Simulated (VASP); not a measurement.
# KF (Pm-3m) in VASP: a series of runs

KF is run at these levels: r2SCAN, PBE, LDA; tasks: single point.

Everything below comes from runs of VASP 6.6.1. Logs are shortened: lines on timing, memory, paths and dates and some standing lists are left out, and cuts for length are marked.

**1. The cell of the first run**

The structure is cubic, space group Pm-3m (No. 221). The conventional cell has a = 3.259 Å, b = 3.259 Å, c = 3.259 Å, α = 90.00°, β = 90.00°, γ = 90.00°. Within 3.7 Å of K (site symmetry m-3m) lie 8 F at 2.82 Å and 6 K at 3.26 Å. Within 3.7 Å of F (site symmetry m-3m) lie 8 K at 2.82 Å and 6 F at 3.26 Å.

**2. Single point, r2SCAN**

File POSCAR:

```
KF
1.0
    3.2589550000      0.0000000000      0.0000000000
    0.0000000000      3.2589550000      0.0000000000
    0.0000000000      0.0000000000      3.2589550000
K F
1 1
Direct
    0.0000000000      0.0000000000      0.0000000000
    0.5000000000      0.5000000000      0.5000000000
```

File INCAR.step1:

```
  PREC = Accurate
  ENCUT = 520
  ISMEAR = -5
  SIGMA = 0.05
  LREAL = F
  LASPH = T
  NELM = 80
  NBANDS = 15
  GGA = PE
  ALGO = Normal
  EDIFF = 1E-4
  LWAVE = T
  LCHARG = F
```

File INCAR.step2:

```
  PREC = Accurate
  ENCUT = 520
  EDIFF = 1E-7
  ISMEAR = -5
  SIGMA = 0.05
  LREAL = F
  LASPH = T
  NELM = 80
  ALGO = Normal
  ISIF = 2
  LWAVE = F
  LCHARG = F
  METAGGA = R2SCAN
  LMIXTAU = T
  NBANDS = 15
  ISTART = 1
```

File KPOINTS:

```
Automatic mesh
0
Gamma
  8 8 8
```

Potentials or basis: VASP PAW PBE potentials, release 64 (K_sv, F).

Started as:

```
$ cat potpaw_PBE.64/K_sv/POTCAR potpaw_PBE.64/F/POTCAR > POTCAR
$ cp INCAR.step1 INCAR
$ mpirun -np 1 vasp_std > vasp.out
$ cp INCAR.step2 INCAR
$ mpirun -np 1 vasp_std > vasp.out
```

OUTCAR:

```text
PREC = Accurate
   ENCUT = 520
   EDIFF = 1E-7
   ISMEAR = -5
   LREAL = F
   LASPH = T
   NELM = 80
   ISIF = 2
   METAGGA = R2SCAN
   ISTART = 1

 ion  position               nearest neighbor table
   1  0.000  0.000  0.000-   2 2.82   2 2.82   2 2.82   2 2.82   2 2.82   2 2.82   2 2.82   2 2.82

   2  0.500  0.500  0.500-   1 2.82   1 2.82   1 2.82   1 2.82   1 2.82   1 2.82   1 2.82   1 2.82

  LATTYP: Found a simple cubic cell.
 ALAT       =     3.2589550000

  Lattice vectors:

 A1 = (   3.2589550000,   0.0000000000,   0.0000000000)
 A2 = (   0.0000000000,   3.2589550000,   0.0000000000)
 A3 = (   0.0000000000,   0.0000000000,   3.2589550000)

Analysis of symmetry for initial positions (statically):
=====================================================================
 Subroutine PRICEL returns:
 Original cell was already a primitive cell.

 Routine SETGRP: Setting up the symmetry group for a
 simple cubic supercell.

 Subroutine GETGRP returns: Found 48 space group operations
 (whereof 48 operations were pure point group operations)
 out of a pool of 48 trial point group operations.

The static configuration has the point symmetry O_h .

Analysis of symmetry for dynamics (positions and initial velocities):
=====================================================================
 Subroutine PRICEL returns:
 Original cell was already a primitive cell.

 Routine SETGRP: Setting up the symmetry group for a
 simple cubic supercell.

 Subroutine GETGRP returns: Found 48 space group operations
 (whereof 48 operations were pure point group operations)
 out of a pool of 48 trial point group operations.

The dynamic configuration has the point symmetry O_h .

 Subroutine INISYM returns: Found 48 space group operations
 (whereof 48 operations are pure point group operations),
 and found     1 'primitive' translations

----------------------------------------------------------------------------------------

                                     Primitive cell

  volume of cell :      34.6127

  direct lattice vectors                    reciprocal lattice vectors
     3.258955000  0.000000000  0.000000000     0.306846827  0.000000000  0.000000000
     0.000000000  3.258955000  0.000000000     0.000000000  0.306846827  0.000000000
     0.000000000  0.000000000  3.258955000     0.000000000  0.000000000  0.306846827

  length of vectors
     3.258955000  3.258955000  3.258955000     0.306846827  0.306846827  0.306846827

  position of ions in fractional coordinates (direct lattice)
     0.000000000  0.000000000  0.000000000
     0.500000000  0.500000000  0.500000000

  ion indices of the primitive-cell ions
   primitive index   ion index
                 1           1
                 2           2

----------------------------------------------------------------------------------------

 KPOINTS: Automatic mesh

Automatic generation of k-mesh.
 Grid dimensions read from file:
 generate k-points for:    8    8    8

 Generating k-lattice:

  Cartesian coordinates                     Fractional coordinates (reciprocal lattice)
     0.038355853  0.000000000  0.000000000     0.125000000  0.000000000  0.000000000
     0.000000000  0.038355853  0.000000000     0.000000000  0.125000000  0.000000000
     0.000000000  0.000000000  0.038355853     0.000000000  0.000000000  0.125000000

  Length of vectors
     0.038355853  0.038355853  0.038355853

  Shift w.r.t. Gamma in fractional coordinates (k-lattice)
     0.000000000  0.000000000  0.000000000

 TETIRR: Found    250 inequivalent tetrahedra from     3072

 Subroutine IBZKPT returns following result:
 ===========================================

 Found     35 irreducible k-points:

 Following reciprocal coordinates:
            Coordinates               Weight
  0.000000  0.000000  0.000000      1.000000
  0.125000  0.000000  0.000000      6.000000
  0.250000  0.000000  0.000000      6.000000
  0.375000  0.000000  0.000000      6.000000
  0.500000  0.000000  0.000000      3.000000
  0.125000  0.125000  0.000000     12.000000
[... 16 lines left out ...]
  0.375000  0.375000  0.125000     24.000000
  0.500000  0.375000  0.125000     24.000000
 [... further k-points ...]
   k-points           NKPTS =     35   k-points in BZ     NKDIM =     35   number of bands    NBANDS=     15
   number of dos      NEDOS =    301   number of ions     NIONS =      2
   total plane-waves  NPLWV =  13824
   dimension x,y,z NGX =    24 NGY =   24 NGZ =   24
   dimension x,y,z NGXF=    48 NGYF=   48 NGZF=   48
   ions per type =               1   1
   NGX,Y,Z   is equivalent  to a cutoff of  12.24, 12.24, 12.24 a.u.
   NGXF,Y,Z  is equivalent  to a cutoff of  24.49, 24.49, 24.49 a.u.
 SYSTEM =  unknown system
   PREC   = accura    normal or accurate (medium, high low for compatibility)
   ISTART =      1    job   : 0-new  1-cont  2-samecut
   ICHARG =      0    charge: 1-file 2-atom 10-const
   ISPIN  =      1    spin polarized calculation?
[... 30 lines left out ...]
   METAGGA = R2SCAN    functional components
   LHFCALC =     F    Hartree Fock is set to
   AEXX    =    0.0000 exact exchange contribution
   IVDW    =     0    specifies the selected vdW correction
   LEPSILON=     F    determine dielectric tensor
   LRPA    =     F    only Hartree local field effects (RPA)
 non-spin polarized calculation
 Fermi weights with tetrahedron method with Bloechl corrections
  energy-cutoff  :      520.00
  volume of cell :       34.61
 maximum number of plane-waves:       952
   NGX = 13   NGY = 13   NGZ = 13

 number of electron      15.9999992 magnetization

 Free energy of the ion-electron system (eV)
  ---------------------------------------------------
  ext. energy  EPLUGINS =         0.00000000
  ---------------------------------------------------
  free energy    TOTEN  =       -14.84103912 eV

  energy without entropy =      -14.84103912  energy(sigma->0) =      -14.84103912

 E-fermi :  -2.5674     XC(G=0):  -9.5024

 val. band max:       -2.5791820086   @ k =   0.5000   0.5000   0.0000
 cond. band min:       4.5721137292   @ k =   0.0000   0.0000   0.0000
 fundamental gap:      7.1512957378
 Fermi energy:        -2.5673973812

 k-point     1 :       0.0000    0.0000    0.0000
  band No.  band energies     occupation
      1     -30.6089      2.00000
      2     -22.6093      2.00000
      3     -12.8761      2.00000
      4     -12.8761      2.00000
      5     -12.8761      2.00000
      6      -2.6280      2.00000
      7      -2.6280      2.00000
      8      -2.6280      2.00000
      9       4.5721      0.00000
     10       6.4293      0.00000
     11       6.4293      0.00000
     12      12.1798      0.00000
     13      12.1798      0.00000
     14      12.1798      0.00000
     15      19.7500      0.00000

 k-point     2 :       0.1250    0.0000    0.0000
  band No.  band energies     occupation
      1     -30.5910      2.00000
      2     -22.6125      2.00000
      3     -12.9820      2.00000
      4     -12.8604      2.00000
      5     -12.8604      2.00000
      6      -2.8208      2.00000
      7      -2.6429      2.00000
      8      -2.6429      2.00000
      9       4.9857      0.00000
     10       6.5516      0.00000
     11       6.7929      0.00000
     12      11.9115      0.00000
     13      11.9115      0.00000
     14      12.2273      0.00000
     15      18.4131      0.00000

 k-point     3 :       0.2500    0.0000    0.0000
  band No.  band energies     occupation
      1     -30.5473      2.00000
      2     -22.6214      2.00000
      3     -13.2273      2.00000
      4     -12.8222      2.00000
      5     -12.8222      2.00000
      6      -3.2417      2.00000
      7      -2.6800      2.00000
      8      -2.6800      2.00000
      9       6.0048      0.00000
     10       6.8770      0.00000
     11       7.7345      0.00000
     12      11.3591      0.00000
     13      11.3591      0.00000
     14      12.3453      0.00000
     15      16.8192      0.00000
[... 343 lines left out ...]
 k-point    23 :       0.3750    0.3750    0.1250
  band No.  band energies     occupation
      1     -30.3987      2.00000
      2     -22.5443      2.00000
      3     -13.5098      2.00000
      4     -13.4740      2.00000
      5     -12.8349      2.00000
      6      -3.2801      2.00000
      7      -3.1727      2.00000
      8      -2.7534      2.00000
      9       7.3625      0.00000
     10       7.8250      0.00000
     11      10.0167      0.00000
     12      10.0992      0.00000
     13      10.9735      0.00000
     14      11.6238      0.00000
     15      15.6141      0.00000

 k-point    24 :       0.5000    0.3750    0.1250
  band No.  band energies     occupation
      1     -30.3832      2.00000
      2     -22.5316      2.00000
      3     -13.6061      2.00000
      4     -13.4971      2.00000
      5     -12.8208      2.00000
      6      -3.3024      2.00000
      7      -3.1859      2.00000
      8      -2.7442      2.00000
      9       7.2142      0.00000
     10       7.7890      0.00000
     11       9.8536      0.00000
     12      10.0631      0.00000
     13      11.3245      0.00000
     14      12.8079      0.00000
     15      14.6401      0.00000

 [... further k-points ...]
[... 5 lines left out ...]
  --------------------------------------------------------------------------------------
  -------------------------------------------------------------------------------------
  Total       -0.5827294     -0.5827294     -0.5827294     -0.0000000      0.0000000      0.0000000
  in kB      -26.9738174    -26.9738174    -26.9738174     -0.0000000      0.0000000      0.0000000
  external PRESSURE =     -26.9738174 kB  Pullay stress =       0.0000000 kB

 VOLUME and BASIS-vectors are now :
 -----------------------------------------------------------------------------
  energy-cutoff  :      520.00
  volume of cell :       34.61
      direct lattice vectors                 reciprocal lattice vectors
     3.258955000  0.000000000  0.000000000     0.306846827  0.000000000  0.000000000
     0.000000000  3.258955000  0.000000000     0.000000000  0.306846827  0.000000000
     0.000000000  0.000000000  3.258955000     0.000000000  0.000000000  0.306846827

 POSITION                                       TOTAL-FORCE (eV/Angst)
 -----------------------------------------------------------------------------------
      0.00000      0.00000      0.00000         0.000000      0.000000      0.000000
      1.62948      1.62948      1.62948         0.000000      0.000000      0.000000
 -----------------------------------------------------------------------------------
    total drift:                                0.000000      0.000000     -0.000000

  FREE ENERGIE OF THE ION-ELECTRON SYSTEM (eV)
  ---------------------------------------------------
  free  energy   TOTEN  =       -14.8410391152 eV

  energy  without entropy=      -14.8410391152  energy(sigma->0) =      -14.84103912
```

It took 18 s on 1 thread of Intel Xeon 6975P-C (Granite Rapids), shared host; peak memory 0.15 GiB.

Results:

- Free energy: -14.8410 eV
- Pressure: -2.7 GPa
- Band gap on the k mesh: 7.15 eV, indirect (least direct gap 7.20 eV)

Caveat: the PAW data sets were made with another functional, which shifts forces and pressure a little. A k mesh can miss the band edges.

**3. Single point, PBE**

File INCAR:

```
PREC = Accurate
ENCUT = 520
EDIFF = 1E-7
ISMEAR = -1
SIGMA = 0.05
LREAL = False
LASPH = True
NELM = 80
ALGO = Normal
ISIF = 2
LWAVE = False
LCHARG = True
GGA = PE
LELF = True
LVHAR = True
NBANDS = 15
```

KPOINTS is that of step 2.

POSCAR is that of step 2.

Potentials or basis: VASP PAW PBE potentials, release 64 (K_sv, F).

Started as:

```
$ cat potpaw_PBE.64/K_sv/POTCAR potpaw_PBE.64/F/POTCAR > POTCAR
$ mpirun -np 1 vasp_std > vasp.out
```

Wall time 11 s (1 thread of AMD EPYC 7R13 (Zen 3), shared host); peak memory 0.12 GiB.

Results (log left out):

- Free energy: -8.0936 eV
- Pressure: 0.0 GPa
- Band gap on the k mesh: 6.26 eV, indirect (least direct gap 6.31 eV)

Levels at points of the mesh, in eV from the valence-band top:
```
           k point  band 5  band 6  band 7  band 8  band 9  band 10  band 11  band 12
(0.00, 0.00, 0.00)  -10.05   -0.05   -0.05   -0.05    6.26     8.29     8.29    13.81
(0.50, 0.00, 0.00)   -9.94   -1.22   -0.16   -0.16    9.28     9.35    10.86    12.40
(0.50, 0.50, 0.00)   -9.86   -0.62   -0.62    0.00    8.46     8.97    11.86    11.86
(0.50, 0.50, 0.50)  -10.63   -1.03   -1.03   -1.03   10.43    10.43    10.43    15.20
```

A k mesh can miss the band edges. PBE gaps usually lie below the measured ones, often by a third to a half.

**4. Single point, PBE (volume scaled by 1.02)**

File INCAR:

```
  PREC = Accurate
  ENCUT = 520
  EDIFF = 1E-6
  ISMEAR = -1
  SIGMA = 0.05
  LREAL = F
  LASPH = T
  NELM = 80
  ALGO = Normal
  ISIF = 2
  LWAVE = F
  LCHARG = T
  GGA = PE
  LELF = T
  LVHAR = T
  NBANDS = 15
```

KPOINTS is that of step 3.

File POSCAR:

```
KF
1.0
    3.2805381124      0.0000000000      0.0000000000
    0.0000000000      3.2805381124      0.0000000000
    0.0000000000      0.0000000000      3.2805381124
K F
1 1
Direct
    0.0000000000      0.0000000000      0.0000000000
    0.5000000000      0.5000000000      0.5000000000
```

Started as:

```
$ cat potpaw_PBE.64/K_sv/POTCAR potpaw_PBE.64/F/POTCAR > POTCAR
$ mpirun -np 1 vasp_std > vasp.out
```

Run time: 11 s. Hardware: 1 thread of AMD EPYC 7R13 (Zen 3), shared host; peak memory 0.12 GiB.

It converged, with:

```yaml
Free_energy: -8.0932 eV
Pressure: -0.6 GPa
Band_gap_on_the_k_mesh: 6.12 eV, indirect (least direct gap 6.18 eV)
```

Levels at points of the mesh, in eV from the valence-band top:
| k point | band 4 | band 5 | band 6 | band 7 | band 8 | band 9 | band 10 | band 11 | band 12 | band 13 |
| --- | --- | --- | --- | --- | --- | --- | --- | --- | --- | --- |
| (0.00, 0.00, 0.00) | -10.12 | -10.12 | -0.06 | -0.06 | -0.06 | 6.12 | 8.26 | 8.26 | 13.69 | 13.69 |
| (0.50, 0.00, 0.00) | -10.02 | -10.02 | -1.19 | -0.16 | -0.16 | 9.22 | 9.24 | 10.67 | 12.30 | 12.30 |
| (0.50, 0.50, 0.00) | -10.85 | -9.95 | -0.61 | -0.61 | 0.00 | 8.41 | 8.90 | 11.78 | 11.78 | 14.01 |
| (0.50, 0.50, 0.50) | -10.67 | -10.67 | -1.00 | -1.00 | -1.00 | 10.33 | 10.33 | 10.33 | 14.98 | 14.98 |

Caveat: the cell differs from its parent crystal (volume scaled by 1.02).

**5. Single point, PBE (volume scaled by 1.04)**

File INCAR:

```
SYSTEM = KF
PREC = Accurate
ENCUT = 520
EDIFF = 1E-6
ISMEAR = -1
SIGMA = 0.05
LREAL = .FALSE.
LASPH = .TRUE.
NELM = 100
ALGO = Normal
ISIF = 2
LWAVE = .FALSE.
LCHARG = .TRUE.
GGA = PE
LELF = .TRUE.
LVHAR = .TRUE.
NBANDS = 15
```

File KPOINTS:

```
regular mesh
0
G
  8 8 8
  0 0 0
```

File POSCAR:

```
KF
1.0
    3.3018409049      0.0000000000      0.0000000000
    0.0000000000      3.3018409049      0.0000000000
    0.0000000000      0.0000000000      3.3018409049
K F
1 1
Direct
    0.0000000000      0.0000000000      0.0000000000
    0.5000000000      0.5000000000      0.5000000000
```

Started as:

```
$ cat potpaw_PBE.64/K_sv/POTCAR potpaw_PBE.64/F/POTCAR > POTCAR
$ mpirun -np 1 vasp_std > vasp.out
```

Wall time 18 s (1 thread of AMD EPYC 7R13 (Zen 3), shared host); peak memory 0.13 GiB.

It converged, with:

```
Free energy            : -8.0901 eV
Pressure               : -1.2 GPa
Band gap on the k mesh : 6.00 eV, indirect (least direct gap 6.05 eV)
```

Levels at points of the mesh, in eV from the valence-band top:
| k point | band 4 | band 5 | band 6 | band 7 | band 8 | band 9 | band 10 | band 11 | band 12 | band 13 |
| --- | --- | --- | --- | --- | --- | --- | --- | --- | --- | --- |
| (0.00, 0.00, 0.00) | -10.19 | -10.19 | -0.06 | -0.06 | -0.06 | 6.00 | 8.24 | 8.24 | 13.57 | 13.57 |
| (0.50, 0.00, 0.00) | -10.10 | -10.10 | -1.16 | -0.15 | -0.15 | 9.10 | 9.19 | 10.49 | 12.19 | 12.19 |
| (0.50, 0.50, 0.00) | -10.89 | -10.02 | -0.60 | -0.60 | 0.00 | 8.36 | 8.83 | 11.69 | 11.69 | 13.79 |
| (0.50, 0.50, 0.50) | -10.72 | -10.72 | -0.96 | -0.96 | -0.96 | 10.24 | 10.24 | 10.24 | 14.76 | 14.76 |

Caveat: the cell differs from its parent crystal (volume scaled by 1.04). A k mesh can miss the band edges.

**6. Single point, LDA, collinear spin, ferromagnetic start**

This run uses another cell than the first one, of 16.27 Å³/atom, 0.940 times its volume.

File INCAR:

```
PREC     = Accurate       # precision mode
ENCUT    = 520            # plane-wave cutoff, eV
EDIFF    = 1E-6           # SCF threshold, eV
ISMEAR   = 0              # smearing method
SIGMA    = 0.02           # smearing width, eV
LREAL    = False          # projectors in reciprocal space
LASPH    = True           # aspherical terms in the spheres
NELM     = 150            # most SCF steps
ALGO     = Normal         # electronic algorithm
ISIF     = 2              # what is computed and relaxed
LWAVE    = False          # write WAVECAR
LCHARG   = False          # write CHGCAR
ISPIN    = 2              # spin polarisation
MAGMOM   = 0.5 0          # initial moments
LORBIT   = 11             # projections on sites
GGA      = CA             # functional
NBANDS   = 19             # bands
```

File KPOINTS:

```
Automatic mesh
0
Gamma
  8 8 8
```

File POSCAR:

```
KF
1.0
    3.1924270469      0.0000000000      0.0000000000
    0.0000000000      3.1924270469      0.0000000000
    0.0000000000      0.0000000000      3.1924270469
K F
1 1
Direct
    0.0000000000      0.0000000000      0.0000000000
    0.5000000000      0.5000000000      0.5000000000
```

Potentials or basis: VASP PAW LDA potentials, release 64 (K_sv, F).

Started as:

```
$ cat potpaw_LDA.64/K_sv/POTCAR potpaw_LDA.64/F/POTCAR > POTCAR
$ mpirun -np 1 vasp_std > vasp.out
```

Wall time 31 s (1 thread of Intel Xeon Platinum 8259CL at 2.50GHz (Skylake/Cascade Lake), shared host); peak memory 0.15 GiB.

It converged, with:

```yaml
Free_energy: -8.9300 eV
Pressure: -4.1 GPa
Band_gap_on_the_k_mesh: 6.35 eV, indirect (least direct gap 6.39 eV)
Net_moment: 0.00 μB per cell
Valence_electrons_inside_the_program's_atomic_spheres: K 7.56; F 6.04
```

Levels at points of the mesh, in eV from the valence-band top:
Spin up:
```csv
k point,band 5,band 6,band 7,band 8,band 9,band 10,band 11,band 12
"(0.00, 0.00, 0.00)",-9.54,-0.04,-0.04,-0.04,6.35,8.14,8.14,14.23
"(0.50, 0.00, 0.00)",-9.40,-1.37,-0.19,-0.19,9.25,9.51,11.17,12.68
"(0.50, 0.50, 0.00)",-9.30,-0.64,-0.64,0.00,8.42,8.95,12.03,12.03
"(0.50, 0.50, 0.50)",-10.24,-1.20,-1.20,-1.20,10.57,10.57,10.57,15.50
```
Spin down:
```
           k point  band 5  band 6  band 7  band 8  band 9  band 10  band 11  band 12
(0.00, 0.00, 0.00)   -9.54   -0.04   -0.04   -0.04    6.35     8.14     8.14    14.23
(0.50, 0.00, 0.00)   -9.40   -1.37   -0.19   -0.19    9.25     9.51    11.17    12.68
(0.50, 0.50, 0.00)   -9.30   -0.64   -0.64    0.00    8.42     8.95    12.03    12.03
(0.50, 0.50, 0.50)  -10.24   -1.20   -1.20   -1.20   10.57    10.57    10.57    15.50
```

A k mesh can miss the band edges.

**7. Summary**

```csv
level,potentials or basis,spin,cell,smearing,gap on the mesh (eV),pressure (GPa)
r2SCAN,"VASP PAW PBE potentials, release 64 (K_sv, F)",off,"a = 3.259 Å, 2 atoms",tetrahedron,7.15,-2.7
PBE,"VASP PAW PBE potentials, release 64 (K_sv, F)",off,"a = 3.259 Å, 2 atoms",fermi-dirac 0.05 eV,6.26,0.0
PBE,"VASP PAW PBE potentials, release 64 (K_sv, F)",off,"a = 3.281 Å, 2 atoms",fermi-dirac 0.05 eV,6.12,-0.6
PBE,"VASP PAW PBE potentials, release 64 (K_sv, F)",off,"a = 3.302 Å, 2 atoms",fermi-dirac 0.05 eV,6.00,-1.2
LDA,"VASP PAW LDA potentials, release 64 (K_sv, F)","collinear, ferromagnetic start","a = 3.192 Å, 2 atoms",gaussian 0.02 eV,6.35,-4.1
```

Alike in all rows: task single point; k mesh 8 × 8 × 8; cutoff (eV) 520.

Caveats: the PAW data sets were made with another functional, which shifts forces and pressure a little (some runs).

Total energies depend on the potentials used, so only differences within one code and one set of settings carry meaning.
